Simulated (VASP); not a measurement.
# C (P-1) in VASP: notebook, part 3 of 3

VASP 6.6.1.

## Step 4: Single point, r2SCAN (atoms displaced along a vibrational mode, the cell strained)

The input, POSCAR:

```
C
1.0
    0.0000000000     -1.7578646901     -1.7578646901
   -1.7578646901      0.0000000000     -1.7578646901
    1.7578646901      1.7578646901     -3.5157293803
C
4
Direct
    0.7249113929      0.7823424657      0.7499999898
    0.2750886071      0.2176575343      0.2500000102
    0.3499113929      0.4073424657      0.8749999898
    0.9000886071      0.8426575343      0.3750000102
```

The input, INCAR.step1:

```
  ALGO = Normal
  EDIFF = 1E-4
  ENCUT = 520
  GGA = PE
  ISMEAR = 0
  LASPH = T
  LCHARG = F
  LREAL = F
  LWAVE = T
  NBANDS = 16
  NELM = 80
  PREC = Accurate
  SIGMA = 0.05
```

The input, INCAR.step2:

```
  ALGO = Normal
  EDIFF = 1E-7
  ENCUT = 520
  ISIF = 2
  ISMEAR = 0
  ISTART = 1
  LASPH = T
  LCHARG = F
  LMIXTAU = T
  LREAL = F
  LWAVE = F
  METAGGA = R2SCAN
  NBANDS = 16
  NELM = 80
  PREC = Accurate
  SIGMA = 0.05
```

The input, KPOINTS:

```
k-points
0
Gamma
  12 12 10
```

Potentials or basis: VASP PAW PBE potentials, release 64 (C).

Launch:

```bash
$ cat potpaw_PBE.64/C/POTCAR > POTCAR
$ cp INCAR.step1 INCAR
$ mpirun -np 1 vasp_std > vasp.out
$ cp INCAR.step2 INCAR
$ mpirun -np 1 vasp_std > vasp.out
```

OUTCAR:

```text
EDIFF = 1E-7
   ENCUT = 520
   ISIF = 2
   ISMEAR = 0
   ISTART = 1
   LASPH = T
   LREAL = F
   METAGGA = R2SCAN
   NELM = 80
   PREC = Accurate

 ion  position               nearest neighbor table
   1  0.725  0.782  0.750-   3 1.52   3 1.52   3 1.52   4 1.53
   2  0.275  0.218  0.250-   4 1.52   4 1.52   4 1.52   3 1.53
   3  0.350  0.407  0.875-   1 1.52   1 1.52   1 1.52   2 1.53
   4  0.900  0.843  0.375-   2 1.52   2 1.52   2 1.52   1 1.53

  LATTYP: Found a trigonal (rhomboedric) cell.
 ALAT       =     4.3058715276
 COS(alpha) =     0.8333333333

  Lattice vectors:

 A1 = (   1.7578646901,   3.5157293802,  -1.7578646902)
 A2 = (   3.5157293802,   1.7578646901,  -1.7578646902)
 A3 = (   1.7578646901,   1.7578646901,  -3.5157293803)

Analysis of symmetry for initial positions (statically):
=====================================================================
 Subroutine PRICEL returns:
 Original cell was already a primitive cell.

 Routine SETGRP: Setting up the symmetry group for a
 trigonal (rhombohedral) supercell.

 Subroutine GETGRP returns: Found  2 space group operations
 (whereof  1 operations were pure point group operations)
 out of a pool of 12 trial point group operations.

The static configuration has the point symmetry C_1 .
 The point group associated with its full space group is S_2 .

Analysis of symmetry for dynamics (positions and initial velocities):
=====================================================================
 Subroutine PRICEL returns:
 Original cell was already a primitive cell.

 Routine SETGRP: Setting up the symmetry group for a
 trigonal (rhombohedral) supercell.

 Subroutine GETGRP returns: Found  2 space group operations
 (whereof  1 operations were pure point group operations)
 out of a pool of 12 trial point group operations.

The dynamic configuration has the point symmetry C_1 .
 The point group associated with its full space group is S_2 .

 Subroutine INISYM returns: Found  2 space group operations
 (whereof  1 operations are pure point group operations),
 and found     1 'primitive' translations

----------------------------------------------------------------------------------------

                                     Primitive cell

  volume of cell :      21.7278

  direct lattice vectors                    reciprocal lattice vectors
     0.000000000 -1.757864690 -1.757864690     0.142218000 -0.426653999 -0.142218000
    -1.757864690  0.000000000 -1.757864690    -0.426653999  0.142218000 -0.142218000
     1.757864690  1.757864690 -3.515729380     0.142218000  0.142218000 -0.142218000

  length of vectors
     2.485996086  2.485996086  4.305871528     0.471683743  0.471683743  0.246328801

  position of ions in fractional coordinates (direct lattice)
     0.724911393  0.782342466  0.749999990
     0.275088607  0.217657534  0.250000010
     0.349911393  0.407342466  0.874999990
     0.900088607  0.842657534  0.375000010

  ion indices of the primitive-cell ions
   primitive index   ion index
[... 46 lines left out ...]
      ... skipping the blow-up phase ...

 Subroutine IBZKPT returns following result:
 ===========================================

 Found    724 irreducible k-points:

 Following reciprocal coordinates:
            Coordinates               Weight
  0.000000  0.000000  0.000000      1.000000
  0.083333  0.000000  0.000000      2.000000
  0.166667  0.000000  0.000000      2.000000
  0.250000  0.000000 -0.000000      2.000000
  0.333333  0.000000  0.000000      2.000000
  0.416667  0.000000  0.000000      2.000000
[... 16 lines left out ...]
  0.250000  0.166667 -0.000000      2.000000
  0.333333  0.166667  0.000000      2.000000
 [... further k-points ...]
   k-points           NKPTS =    724   k-points in BZ     NKDIM =    724   number of bands    NBANDS=     16
   number of dos      NEDOS =    301   number of ions     NIONS =      4
   total plane-waves  NPLWV =  10368
   dimension x,y,z NGX =    18 NGY =   18 NGZ =   32
   dimension x,y,z NGXF=    36 NGYF=   36 NGZF=   64
   ions per type =               4
   NGX,Y,Z   is equivalent  to a cutoff of  12.04, 12.04, 12.35 a.u.
   NGXF,Y,Z  is equivalent  to a cutoff of  24.07, 24.07, 24.71 a.u.
 SYSTEM =  unknown system
   PREC   = accura    normal or accurate (medium, high low for compatibility)
   ISTART =      1    job   : 0-new  1-cont  2-samecut
   ICHARG =      0    charge: 1-file 2-atom 10-const
   ISPIN  =      1    spin polarized calculation?
   LNONCOLLINEAR =      F non collinear calculations
   LSORBIT =      F    spin-orbit coupling
   LASPH  =      T    aspherical Exc in radial PAW
   ENCUT  =  520.0 eV  38.22 Ry    6.18 a.u.   4.62  4.62  8.01*2*pi/ulx,y,z
   NELM   =     80;   NELMIN=  2; NELMDL=  0     # of ELM steps
   EDIFF  = 0.1E-06   stopping-criterion for ELM
   LREAL  =      F    real-space projection
   EDIFFG = 0.1E-05   stopping-criterion for IOM
   NSW    =      0    number of steps for IOM
   IBRION =     -1    ionic relax: 0-MD 1-quasi-New 2-CG
   NFREE  =      0    steps in history (QN), initial steepest desc. (CG)
   ISIF   =      2    stress and relaxation
   ISYM   =      2    0-nonsym 1-usesym 2-fastsym
   POTIM  = 0.5000    time-step for ionic-motion
   TEBEG  =    0.0;   TEEND  =   0.0 temperature during run
   PSTRESS=    0.0 pullay stress
   NELECT =      16.0000    total number of electrons
   NUPDOWN=      -1.0000    fix difference up-down
   EMIN   =  10.00;   EMAX   =-10.00  energy-range for DOS
   EFERMI =   0.00;   METHOD = LEGACY
   ISMEAR =     0;   SIGMA  =   0.05  broadening in eV -4-tet -1-fermi 0-gaus
   EFERMI_NEDOS =   21; number of points for ismear=-14 and -15
   IALGO  =     38    algorithm
   IMIX   =      4    mixing-type and parameters
     AMIX     =   0.40;   BMIX     =  1.00
     AMIX_MAG =   1.60;   BMIX_MAG =  1.00
  volume/ion in A,a.u.               =       5.43        36.66
  Fermi-wavevector in a.u.,A,eV,Ry     =   1.478346  2.793669 29.735621  2.185507
  Thomas-Fermi vector in A             =   2.592638
   LORBIT       =      0    0 simple, 1 ext, 2 COOP (PROOUT), +10 PAW based schemes
   METAGGA = R2SCAN    functional components
   LHFCALC =     F    Hartree Fock is set to
   AEXX    =    0.0000 exact exchange contribution
   IVDW    =     0    specifies the selected vdW correction
   LEPSILON=     F    determine dielectric tensor
   LRPA    =     F    only Hartree local field effects (RPA)
 non-spin polarized calculation
 Gauss-broadening in eV      SIGMA  =   0.05
  energy-cutoff  :      520.00
  volume of cell :       21.73
 maximum number of plane-waves:       598
   NGX =  9   NGY =  9   NGZ = 15

 number of electron      16.0000000 magnetization

 Free energy of the ion-electron system (eV)
  ---------------------------------------------------
  ext. energy  EPLUGINS =         0.00000000
  ---------------------------------------------------
  free energy    TOTEN  =       -39.10971063 eV

  energy without entropy =      -39.10971063  energy(sigma->0) =      -39.10971063

 E-fermi :  10.6426     XC(G=0): -14.5025

 val. band max:       10.4429074485   @ k =   0.0000   0.0000   0.0000
 cond. band min:      14.7592483493   @ k =   0.0000  -0.4167   0.4000
 fundamental gap:      4.3163409008
 Fermi energy:        10.6426212155

 k-point     1 :       0.0000    0.0000    0.0000
  band No.  band energies     occupation
      1     -12.9461      2.00000
      2      -6.7510      2.00000
      3      -4.1518      2.00000
      4       7.2866      2.00000
      5       7.3179      2.00000
      6      10.2121      2.00000
[... 433 lines left out ...]
      3      -1.0057      2.00000
      4       1.8220      2.00000
      5       3.3706      2.00000
      6       4.2063      2.00000
[... 8 lines left out ...]
     15      24.4914      0.00000
     16      26.6811      0.00000

 [... further k-points ...]

------------------------ aborting loop because EDIFF is reached ----------------------------------------

  FORCE on cell =-STRESS in cart. coord.  units (eV):
  Direction    XX          YY          ZZ          XY          YZ          ZX
  --------------------------------------------------------------------------------------
  -------------------------------------------------------------------------------------
  Total        2.4595482      2.5970636      2.7878029      0.0796488      0.0325151     -0.0149324
  in kB      181.3633789    191.5035586    205.5683854      5.8731858      2.3976162     -1.1010942
  external PRESSURE =     192.8117743 kB  Pullay stress =       0.0000000 kB

 VOLUME and BASIS-vectors are now :
 -----------------------------------------------------------------------------
  energy-cutoff  :      520.00
  volume of cell :       21.73
      direct lattice vectors                 reciprocal lattice vectors
     0.000000000 -1.757864690 -1.757864690     0.142218000 -0.426653999 -0.142218000
    -1.757864690  0.000000000 -1.757864690    -0.426653999  0.142218000 -0.142218000
     1.757864690  1.757864690 -3.515729380     0.142218000  0.142218000 -0.142218000

 POSITION                                       TOTAL-FORCE (eV/Angst)
 -----------------------------------------------------------------------------------
     -0.05685      0.04410     -5.28635         0.794684     -0.642077      0.212577
      0.05685     -0.04410     -1.74511        -0.811178      0.605437     -0.148960
      0.82208      0.92303     -4.40741         0.811178     -0.605437      0.148960
     -0.82208     -0.92303     -4.38191        -0.794684      0.642077     -0.212577
 -----------------------------------------------------------------------------------
    total drift:                               -0.000010     -0.000003     -0.000012

  FREE ENERGIE OF THE ION-ELECTRON SYSTEM (eV)
  ---------------------------------------------------
  free  energy   TOTEN  =       -39.1097106308 eV

  energy  without entropy=      -39.1097106308  energy(sigma->0) =      -39.10971063
```

It took 11 min on 1 thread of Oxide Virtual Turin-like, shared host; peak memory 0.24 GiB.

What came out:

```
Free energy            : -39.1097 eV
Pressure               : 19.3 GPa
Largest force          : 1.044 eV/Å
Band gap on the k mesh : 4.32 eV
```

Forces on the atoms (eV/Å):
```
C    0.795 -0.642  0.213
C   -0.811  0.605 -0.149
C    0.811 -0.605  0.149
C   -0.795  0.642 -0.213
```

Caveat: the cell differs from its parent crystal (atoms displaced along a vibrational mode, the cell strained); the cell stands under pressure; the PAW data sets were made with another functional, which shifts forces and pressure a little. A k mesh can miss the band edges.

## Step 5: Overview

| cell | gap on the mesh (eV) | pressure (GPa) | largest force (eV/Å) |
| --- | --- | --- | --- |
| a = 2.580, b = 2.580, c = 4.469 Å, angles 73.2, 73.2, 60.0°, 4 atoms | 4.06 | -28.3 | 1.02 |
| a = 2.455, b = 2.455, c = 4.251 Å, angles 73.2, 73.2, 60.0°, 4 atoms | 4.40 | 40.5 | 1.05 |
| a = 2.486, b = 2.486, c = 4.306 Å, angles 73.2, 73.2, 60.0°, 4 atoms | 4.32 | 19.3 | 1.04 |

Alike in all rows: task single point; level r2SCAN; potentials or basis VASP PAW PBE potentials, release 64 (C); no spin polarisation; k mesh 12 × 12 × 10; cutoff (eV) 520; smearing gaussian 0.05 eV.

Caveats: the PAW data sets were made with another functional, which shifts forces and pressure a little; the cell stands under pressure (at least some runs); the cell stands under tension (at least some runs).

Absolute energies hang on the potentials; compare differences alone.
